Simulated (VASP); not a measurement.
A run of VASP 6.6.1 is set up as follows.

The input INCAR:

```
SYSTEM = AlN
PREC     = Accurate       ! precision mode
ENCUT    = 600            ! plane-wave cutoff, eV
EDIFF    = 1E-6           ! SCF threshold, eV
ISMEAR   = 0              ! smearing method
SIGMA    = 0.02           ! smearing width, eV
LREAL    = .FALSE.        ! projectors in reciprocal space
LASPH    = .TRUE.         ! aspherical terms in the spheres
NELM     = 120            ! most SCF steps
ALGO     = Normal         ! electronic algorithm
ISIF     = 2              ! what is computed and relaxed
LWAVE    = .FALSE.        ! write WAVECAR
LCHARG   = .FALSE.        ! write CHGCAR
NBANDS   = 11             ! bands
GGA_COMPAT= .FALSE.
```

KPOINTS

```
Automatic mesh
0
G
  8 8 8
  0 0 0
```

Contents of POSCAR:

```
AlN
1.0
    0.0000000000      2.1710428747      2.1710428747
    2.1710428747      0.0000000000      2.1710428747
    2.1710428747      2.1710428747      0.0000000000
Al N
1 1
Direct
    0.0000000000      0.0000000000      0.0000000000
    0.2500000000      0.2500000000      0.2500000000
```

Potentials or basis: VASP PAW LDA potentials, release 64 (Al, N).

The run is started by

```bash
$ cat potpaw_LDA.64/Al/POTCAR potpaw_LDA.64/N/POTCAR > POTCAR
$ mpirun -np 1 vasp_std > vasp.out
```

Task: Predict the band gap on the k mesh.

Result: 3.23 eV, indirect (least direct gap 4.39 eV).

Task: Estimate the pressure.

Result: 0.6 GPa.

A k mesh can miss the band edges.
